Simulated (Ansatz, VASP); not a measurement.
**Mg3Te in VASP and in Ansatz**

```xyz
4
Lattice="-2.1449 2.1449 5.4547 2.1449 -2.1449 5.4547 2.1449 2.1449 -5.4547" Properties=species:S:1:pos:R:3 pbc="T T T"
Mg    0.0000    0.0000    5.4547
Mg    0.0000    2.1449    2.7274
Mg    2.1449    0.0000    2.7274
Te    0.0000    0.0000    0.0000
```

Alike in both runs: task single point; functional PBE; k mesh 14 × 14 × 14; occupations gaussian, width 0.1 eV; no spin polarisation.

|  | VASP | Ansatz |
| --- | --- | --- |
| version | VASP 6.6.1 | Ansatz 0.2.0 |
| potentials or method | VASP PAW PBE potentials, release 64 (Mg, Te), cutoff 520 eV | scalar-relativistic, plane waves, PAW |
| valence electrons in the cell | 12 | 46 |

VASP gave:

```
gap on the k mesh at the Fermi level (eV)                     : none
pressure (GPa)                                                : -1.0
traceless stress, the component that is largest in VASP (GPa) : 0.21
```

What did Ansatz give for the same quantities?

gap on the k mesh at the Fermi level (eV): none; pressure (GPa): -1.0; traceless stress, the component that is largest in VASP (GPa): 0.22.

A gap of «none» marks a metal or a gap that the smearing closes. VASP's potentials hold 12 valence electrons a cell and Ansatz's 46, so a difference there can come from the potentials and not from the codes.

Neither program's run includes spin-orbit coupling.
